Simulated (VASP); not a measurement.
Runs of VASP 6.6.1 on Al3Cu. The structure is that of space group Pm-3m (No. 221), or close to it. The cells are those of the table. 

```csv
cell,gap on the mesh (eV),pressure (GPa)
"a = 4.026 Å, 4 atoms",none,-8.4
"a = 3.993 Å, 4 atoms",none,-6.5
"a = 3.959 Å, 4 atoms",none,(b)
"a = 3.817 Å, 4 atoms",none,6.6
"a = 3.924 Å, 4 atoms",none,-2.4
"a = 3.853 Å, 4 atoms",none,(a)
"a = 3.889 Å, 4 atoms",none,0.2
```

Alike in all rows: task single point; level PBEsol; potentials or basis VASP PAW PBE potentials, release 64 (Al, Cu); no spin polarisation; k mesh 6 × 6 × 6; cutoff (eV) 520; smearing methfessel-paxton 0.1 eV.

**Question.** Estimate the missing entries.

**Answer.** (a) 3.1; (b) -4.6.

Caveats: the PAW data sets were made with another functional, which shifts forces and pressure a little.

A gap of «none» marks levels without a gap at the run's occupations.
